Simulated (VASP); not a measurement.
# AlN (P1) in VASP: single point with revPBE

Aim: the single point of AlN with revPBE.

Everything below comes from runs of VASP 6.6.1. Logs are shortened: lines on timing, memory, paths and dates and some standing lists are left out, and cuts for length are marked.

## (1) The cell of the first run

The typed cell holds 8 atoms: a = 5.267 Å, b = 3.065 Å, c = 5.918 Å, α = 75.16°, β = 62.82°, γ = 91.67°.

## (2) Single point, revPBE, collinear spin

Input file INCAR:

```
PREC     = Accurate       # precision mode
ENCUT    = 520            # plane-wave cutoff, eV
EDIFF    = 1E-6           # SCF threshold, eV
ISMEAR   = -1             # smearing method
SIGMA    = 0.0406         # smearing width, eV
LREAL    = F              # projectors in reciprocal space
LASPH    = T              # aspherical terms in the spheres
NELM     = 150            # most SCF steps
ALGO     = Normal         # electronic algorithm
ISIF     = 2              # what is computed and relaxed
LWAVE    = F              # write WAVECAR
LCHARG   = F              # write CHGCAR
ISPIN    = 2              # spin polarisation
MAGMOM   = 0 0 0 0 0 0.3 0 0 # initial moments
LORBIT   = 11             # projections on sites
GGA      = RE             # functional
NELECT   = 31.0         
NBANDS   = 30             # bands
```

Input file KPOINTS:

```
Automatic mesh
0
Gamma
  4 6 4
  0.5 0 0.5
```

Input file POSCAR:

```
AlN
1.0
    4.5990390000      2.5662890000      0.0604820000
   -1.5706360000      2.6314550000      0.0186340000
    1.5483680000      2.6537330000      5.0575960000
Al N
4 4
Direct
    0.1688780000      0.4768770000      0.9930580000
    0.6956200000      0.0050270000      0.9916580000
    0.1046310000      0.7468580000      0.4844150000
    0.5677630000      0.2527090000      0.5007280000
    0.4890080000      0.7998800000      0.3873460000
    0.9591970000      0.3149860000      0.3822170000
    0.4035150000      0.0672190000      0.8868250000
    0.9031770000      0.5572610000      0.8760160000
```

Potentials or basis: VASP PAW PBE potentials, release 64 (Al, N).

Started as:

```console
$ cat potpaw_PBE.64/Al/POTCAR potpaw_PBE.64/N/POTCAR > POTCAR
$ mpirun -np 1 vasp_std > vasp.out
```

OUTCAR:

```text
PREC = Accurate
   ENCUT = 520
   EDIFF = 1E-6
   ISMEAR = -1
   LREAL = F
   LASPH = T
   NELM = 150
   ISIF = 2
   ISPIN = 2
   LORBIT = 11
   GGA = RE
   NELECT = 31.0

 ion  position               nearest neighbor table
   1  0.169  0.477  0.993-   7 1.81   8 1.82   7 1.94   6 1.96   2 2.85   4 2.98   2 3.01   4 3.02
                             3 3.05   3 3.09   3 3.10   4 3.11   2 3.16   2 3.17
   2  0.696  0.005  0.992-   8 1.77   8 1.85   7 1.90   5 1.99   1 2.85   1 3.01   3 3.02   3 3.03
                             4 3.06   4 3.07   3 3.11   1 3.16   1 3.17   4 3.19
   3  0.105  0.747  0.484-   5 1.82   6 1.87   8 1.97   6 1.99   4 2.90   4 2.93   2 3.02   2 3.03
                             1 3.05   1 3.09   1 3.10   2 3.11   4 3.12   4 3.24
   4  0.568  0.253  0.501-   5 1.78   5 1.80   6 1.83   7 1.95   3 2.90   3 2.93   1 2.98   1 3.02
                             2 3.06   2 3.07   1 3.11   3 3.12   2 3.19   3 3.24
   5  0.489  0.800  0.387-   4 1.78   4 1.80   3 1.82   2 1.99
   6  0.959  0.315  0.382-   4 1.83   3 1.87   1 1.96   3 1.99
   7  0.404  0.067  0.887-   1 1.81   2 1.90   1 1.94   4 1.95
   8  0.903  0.557  0.876-   2 1.77   1 1.82   2 1.85   3 1.97

  LATTYP: Found a triclinic cell.
 ALAT       =     3.0646043933
 B/A-ratio  =     2.3912229965
 C/A-ratio  =     2.0133629875
 COS(alpha) =     0.0059574381
 COS(beta)  =     0.5214956749
 COS(gamma) =     0.6250498517

  Lattice vectors:

 A1 = (   1.5706360000,  -2.6314550000,  -0.0186340000)
 A2 = (   0.0222680000,  -5.2851880000,  -5.0762300000)
 A3 = (   6.1696750000,  -0.0651660000,   0.0418480000)

Analysis of symmetry for initial positions (statically):
=====================================================================
 Subroutine PRICEL returns:
 Original cell was already a primitive cell.

 Routine SETGRP: Setting up the symmetry group for a
 triclinic supercell.

 Subroutine GETGRP returns: Found  1 space group operations
 (whereof  1 operations were pure point group operations)
 out of a pool of  2 trial point group operations.

The static configuration has the point symmetry C_1 .

Analysis of symmetry for dynamics (positions and initial velocities):
=====================================================================
 Subroutine PRICEL returns:
 Original cell was already a primitive cell.

 Routine SETGRP: Setting up the symmetry group for a
 triclinic supercell.

 Subroutine GETGRP returns: Found  1 space group operations
 (whereof  1 operations were pure point group operations)
 out of a pool of  2 trial point group operations.

The dynamic configuration has the point symmetry C_1 .

Analysis of structural, dynamic, and magnetic symmetry:
=====================================================================
 Subroutine PRICEL returns:
 Original cell was already a primitive cell.

 Routine SETGRP: Setting up the symmetry group for a
 triclinic supercell.

 Subroutine GETGRP returns: Found  1 space group operations
 (whereof  1 operations were pure point group operations)
 out of a pool of  2 trial point group operations.

The overall configuration has the point symmetry C_1 .

 Subroutine INISYM returns: Found  1 space group operations
 (whereof  1 operations are pure point group operations),
 and found     1 'primitive' translations

----------------------------------------------------------------------------------------

                                     Primitive cell

  volume of cell :      80.9416

  direct lattice vectors                    reciprocal lattice vectors
     4.599039000  2.566289000  0.060482000     0.163814162  0.098496828 -0.101832746
    -1.570636000  2.631455000  0.018634000    -0.158370280  0.286211565 -0.101691317
     1.548368000  2.653733000  5.057596000    -0.001375503 -0.002232395  0.199314845

  length of vectors
     5.266940006  3.064604393  5.917687014     0.216579346  0.342548288  0.199332093

  position of ions in fractional coordinates (direct lattice)
     0.168878000  0.476877000  0.993058000
[... 72 lines left out ...]
   k-points           NKPTS =     48   k-points in BZ     NKDIM =     48   number of bands    NBANDS=     30
   number of dos      NEDOS =    301   number of ions     NIONS =      8
   total plane-waves  NPLWV =  46080
   dimension x,y,z NGX =    40 NGY =   24 NGZ =   48
   dimension x,y,z NGXF=    80 NGYF=   48 NGZF=   96
   ions per type =               4   4
   NGX,Y,Z   is equivalent  to a cutoff of  12.63, 13.02, 13.48 a.u.
   NGXF,Y,Z  is equivalent  to a cutoff of  25.25, 26.04, 26.97 a.u.
 SYSTEM =  unknown system
   PREC   = accura    normal or accurate (medium, high low for compatibility)
   ISTART =      0    job   : 0-new  1-cont  2-samecut
   ICHARG =      2    charge: 1-file 2-atom 10-const
   ISPIN  =      2    spin polarized calculation?
   LNONCOLLINEAR =      F non collinear calculations
   LSORBIT =      F    spin-orbit coupling
   LASPH  =      T    aspherical Exc in radial PAW
   ENCUT  =  520.0 eV  38.22 Ry    6.18 a.u.   9.79  5.70 11.00*2*pi/ulx,y,z
   NELM   =    150;   NELMIN=  2; NELMDL= -5     # of ELM steps
   EDIFF  = 0.1E-05   stopping-criterion for ELM
   LREAL  =      F    real-space projection
   EDIFFG = 0.1E-04   stopping-criterion for IOM
   NSW    =      0    number of steps for IOM
   IBRION =     -1    ionic relax: 0-MD 1-quasi-New 2-CG
   NFREE  =      0    steps in history (QN), initial steepest desc. (CG)
   ISIF   =      2    stress and relaxation
   ISYM   =      2    0-nonsym 1-usesym 2-fastsym
   POTIM  = 0.5000    time-step for ionic-motion
   TEBEG  =    0.0;   TEEND  =   0.0 temperature during run
   PSTRESS=    0.0 pullay stress
   NELECT =      31.0000    total number of electrons
   NUPDOWN=      -1.0000    fix difference up-down
   EMIN   =  10.00;   EMAX   =-10.00  energy-range for DOS
   EFERMI =   0.00;   METHOD = LEGACY
   ISMEAR =    -1;   SIGMA  =   0.04  broadening in eV -4-tet -1-fermi 0-gaus
   EFERMI_NEDOS =   21; number of points for ismear=-14 and -15
   IALGO  =     38    algorithm
   IMIX   =      4    mixing-type and parameters
     AMIX     =   0.40;   BMIX     =  1.00
     AMIX_MAG =   1.60;   BMIX_MAG =  1.00
  volume/ion in A,a.u.               =      10.12        68.28
  Fermi-wavevector in a.u.,A,eV,Ry     =   1.188880  2.246658 19.230964  1.413436
  Thomas-Fermi vector in A             =   2.325000
   LORBIT       =     11    0 simple, 1 ext, 2 COOP (PROOUT), +10 PAW based schemes
   GGA     = RE    functional components
   LHFCALC =     F    Hartree Fock is set to
   AEXX    =    0.0000 exact exchange contribution
   IVDW    =     0    specifies the selected vdW correction
   LEPSILON=     F    determine dielectric tensor
   LRPA    =     F    only Hartree local field effects (RPA)
 spin polarized calculation
  energy-cutoff  :      520.00
  volume of cell :       80.94
 maximum number of plane-waves:      2194
   NGX = 19   NGY = 11   NGZ = 21

 number of electron      30.9999999 magnetization       0.0920166

 Free energy of the ion-electron system (eV)
  ---------------------------------------------------
  ext. energy  EPLUGINS =         0.00000000
  ---------------------------------------------------
  free energy    TOTEN  =       -62.39820348 eV

  energy without entropy =      -62.37457733  energy(sigma->0) =      -62.38639040

 E-fermi :   5.9161     XC(G=0): -10.7976

 val. band max:        5.9128442584   @ k =   0.3750  -0.3333   0.1250
 cond. band min:       5.9217081660   @ k =   0.3750   0.1667   0.1250
 fundamental gap:      0.0088639076
 Fermi energy:         5.9160556408

 spin component 1

 k-point     1 :       0.1250   -0.0000    0.1250
  band No.  band energies     occupation
      1      -8.9409      1.00000
      2      -7.0369      1.00000
      3      -6.7894      1.00000
      4      -6.5586      1.00000
      5       0.5004      1.00000
      6       0.9260      1.00000
[... 709 lines left out ...]
     26      18.3722      0.00000
     27      18.7721      0.00000

 [... further k-points ...]

 spin component 2

 k-point     1 :       0.1250   -0.0000    0.1250
  band No.  band energies     occupation
      1      -8.9194      1.00000
      2      -7.0201      1.00000
      3      -6.7571      1.00000
      4      -6.5164      1.00000
      5       0.5112      1.00000
      6       0.9412      1.00000
[... 709 lines left out ...]
     26      18.3786      0.00000
     27      18.7801      0.00000

 [... further k-points ...]

 [bands above 27 left out]

------------------------ aborting loop because EDIFF is reached ----------------------------------------

  FORCE on cell =-STRESS in cart. coord.  units (eV):
  Direction    XX          YY          ZZ          XY          YZ          ZX
  --------------------------------------------------------------------------------------
  -------------------------------------------------------------------------------------
  Total        1.0978969      2.7540685     -9.3182156      0.9815567     -0.4141309     -0.6377337
  in kB       21.7320225     54.5146634   -184.4468946     19.4291590     -8.1974028    -12.6234474
  external PRESSURE =     -36.0667362 kB  Pullay stress =       0.0000000 kB

 VOLUME and BASIS-vectors are now :
 -----------------------------------------------------------------------------
  energy-cutoff  :      520.00
  volume of cell :       80.94
      direct lattice vectors                 reciprocal lattice vectors
     4.599039000  2.566289000  0.060482000     0.163814162  0.098496828 -0.101832746
    -1.570636000  2.631455000  0.018634000    -0.158370280  0.286211565 -0.101691317
     1.548368000  2.653733000  5.057596000    -0.001375503 -0.002232395  0.199314845

 POSITION                                       TOTAL-FORCE (eV/Angst)
 -----------------------------------------------------------------------------------
      1.56530      4.32358      5.04159         0.051633      1.531031      0.864472
      4.72674      4.42999      5.05757        -0.795235     -1.886366      0.850698
      0.05821      3.51934      2.47022        -1.683751     -0.096603      0.647927
      2.98956      3.45083      2.57153         1.447880      0.394177      1.095173
      1.59240      4.38770      2.00352        -1.363027     -0.334968     -1.565787
      4.50847      4.30475      1.99698         1.987463      0.204960     -0.611115
      3.12334      3.56582      4.51086         0.608603     -0.969781     -0.095545
      4.63489      6.10893      4.49554        -0.253567      1.157550     -1.185823
 -----------------------------------------------------------------------------------
    total drift:                               -0.000425     -0.000834      0.000209

  FREE ENERGIE OF THE ION-ELECTRON SYSTEM (eV)
  ---------------------------------------------------
  free  energy   TOTEN  =       -62.3982034781 eV

  energy  without entropy=      -62.3745773297  energy(sigma->0) =      -62.38639040

 total charge

# of ion       s       p       d       tot
------------------------------------------
    1        0.371   0.438   0.000   0.809
    2        0.366   0.437   0.000   0.804
    3        0.363   0.414   0.000   0.776
    4        0.377   0.469   0.000   0.846
    5        1.242   2.647   0.000   3.889
    6        1.247   2.539   0.000   3.785
    7        1.243   2.557   0.000   3.800
    8        1.241   2.635   0.000   3.876
--------------------------------------------------
tot          6.450  12.135   0.000  18.585

 magnetization (x)

# of ion       s       p       d       tot
------------------------------------------
    1       -0.000   0.001   0.000   0.000
    2       -0.000   0.000   0.000   0.000
    3       -0.000   0.001   0.000   0.001
    4       -0.000   0.000   0.000   0.000
    5        0.000   0.006   0.000   0.006
    6        0.001   0.038   0.000   0.039
    7        0.000   0.017   0.000   0.017
    8        0.000   0.007   0.000   0.007
--------------------------------------------------
tot          0.000   0.070   0.000   0.070
```

It took 4.4 min on 1 thread of Oxide Virtual Turin-like, shared host; peak memory 0.29 GiB.

What came out:

```yaml
Free_energy: -62.3982 eV
Largest_force: 2.217 eV/Å
Net_moment: 0.09 μB per cell
Site_moments: Al +0.00; N +0.01, +0.04, +0.02 μB
Valence_electrons_inside_the_program's_atomic_spheres: Al 0.81, 0.80, 0.78, 0.85; N 3.89, 3.79, 3.80, 3.88
```

Forces in eV/Å, atoms in the order of the input:
```
Al   0.052  1.531  0.864
Al  -0.795 -1.886  0.851
Al  -1.684 -0.097  0.648
Al   1.448  0.394  1.095
N   -1.363 -0.335 -1.566
N    1.987  0.205 -0.611
N    0.609 -0.970 -0.096
N   -0.254  1.158 -1.186
```

Caveat: the cell carries a net charge on a neutralising background, which shifts energy and pressure; the cell is charged against a uniform background, so pressure and absolute levels hang on convention; the PAW data sets were made with another functional, which shifts forces and pressure a little.
